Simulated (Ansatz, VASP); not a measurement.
# Two plane-wave programs on Mo

INCAR

```
SYSTEM = Mo
ALGO = Fast
EDIFF = 1E-6
ENCUT = 520
GGA = PS
ISIF = 2
ISMEAR = 0
LASPH = .TRUE.
LCHARG = .FALSE.
LREAL = .FALSE.
LWAVE = .FALSE.
NBANDS = 13
NELM = 60
PREC = Accurate
SIGMA = 0.15
```

The input KPOINTS:

```
k-points
0
G
  30 30 26
  0 0 0
```

File POSCAR:

```
Mo
1.0
    2.7423354202      0.0000000000      0.0000000000
   -1.3711677101      2.3749321396      0.0000000000
    0.0000000000      0.0000000000      2.4920710759
Mo
1
Direct
    0.0000000000      0.0000000000      0.5000000000
```

Input for Ansatz:

```yaml
crystal:
  lattice:
    - [2.7423354202, 0.0, 0.0]
    - [-1.3711677101, 2.3749321396, 0.0]
    - [0.0, 0.0, 2.4920710759]
  atoms:
    - { symbol: Mo, position: [0.0, 0.0, 0.5] }
basis:
  ecutwfc: 420
kpoints:
  mp_grid: { grid: [30, 30, 26] }
hamiltonian:
  xc: pbesol
scf:
  occupations: { method: gaussian, width: 0.15 }
output:
  forces: true
  stress: true
  eigenvalues: true
```

Alike in both runs: task single point; functional PBEsol; k mesh 30 × 30 × 26; occupations gaussian, width 0.15 eV; no spin polarisation.

|  | VASP | Ansatz |
| --- | --- | --- |
| version | VASP 6.6.1 | Ansatz 0.2.0 |
| potentials or method | VASP PAW PBE potentials, release 64 (Mo_sv), cutoff 520 eV | scalar-relativistic, plane waves, PAW |
| valence electrons in the cell | 14 | 14 |

```tsv
	VASP	Ansatz	Ansatz less VASP
gap on the k mesh at the Fermi level (eV)	none	none	-
pressure (GPa)	1.0	0.3	-0.62
traceless stress, the component that is largest in VASP (GPa)	0.16	-0.09	-0.247
```

VASP's potentials were made for PBE, not for PBEsol. A gap of «none» marks a metal or a gap that the smearing closes.
